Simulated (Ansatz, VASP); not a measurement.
## BW3 in VASP and in Ansatz

```
CELL_PARAMETERS angstrom
4.16120 0.00000 0.00000
0.00000 4.16120 0.00000
0.00000 0.00000 4.16120
ATOMIC_POSITIONS crystal
B 0.00000 0.00000 0.00000
W 0.50000 0.00000 0.00000
W 0.00000 0.50000 0.00000
W 0.00000 0.00000 0.50000
```

Alike in both runs: task relaxation of cell and atoms; functional PBE; k mesh 12 × 12 × 12; occupations gaussian, width 0.1 eV; no spin polarisation.

|  | VASP | Ansatz |
| --- | --- | --- |
| version | VASP 6.6.1 | Ansatz 0.2.0 |
| potentials or method | VASP PAW PBE potentials, release 64 (B, W_sv), cutoff 600 eV | scalar-relativistic, plane waves, PAW |
| valence electrons in the cell | 45 | 45 |

VASP gave:

* gap on the k mesh at the Fermi level, each at its own relaxed structure (eV): none
* relaxed volume (Å³/atom): 18.03
* relaxed cell length with the largest relative difference (Å): 4.163

**Question.** Estimate Ansatz's values.

**Answer.** gap on the k mesh at the Fermi level, each at its own relaxed structure (eV): none; relaxed volume (Å³/atom): 18.00; relaxed cell length with the largest relative difference (Å): 4.160.

A gap of «none» marks a metal or a gap that the smearing closes.

Neither program's run includes spin-orbit coupling.
